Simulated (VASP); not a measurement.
Input of a VASP 6.6.1 run:

The input INCAR:

```
  PREC = Accurate
  ENCUT = 520
  EDIFF = 1E-7
  ISMEAR = 0
  SIGMA = 0.1
  LREAL = False
  LASPH = True
  NELM = 80
  ALGO = Normal
  ISIF = 2
  LWAVE = False
  LCHARG = False
  LDIPOL = True
  IDIPOL = 3
  DIPOL = 0.5 0.5 0.499
  GGA = PE
  NBANDS = 36
```

The input KPOINTS:

```
Automatic mesh
0
Gamma
  9 9 1
```

POSCAR

```
Y
1.0
    3.6514992378      0.0000000000      0.0000000000
   -1.8257496189      3.1622911019      0.0000000000
    0.0000000000      0.0000000000     31.4948001707
Y
5
Direct
    0.6666666667      0.3333333333      0.3175127305
    0.3333333333      0.6666666667      0.4087563700
    0.6666666667      0.3333333333      0.4997782747
    0.3333333333      0.6666666667      0.5907834779
    0.6666666667      0.3333333333      0.6788132543
```

Potentials or basis: VASP PAW PBE potentials, release 64 (Y_sv).

Command:

```bash
$ cat potpaw_PBE.64/Y_sv/POTCAR > POTCAR
$ mpirun -np 1 vasp_std > vasp.out
```

Problem. Predict the largest force.

Solution. 0.199 eV/Å.

Forces on the atoms (eV/Å):
```
Y    0.000  0.000  0.199
Y    0.000  0.000 -0.188
Y    0.000  0.000 -0.004
Y    0.000  0.000  0.009
Y    0.000  0.000 -0.016
```
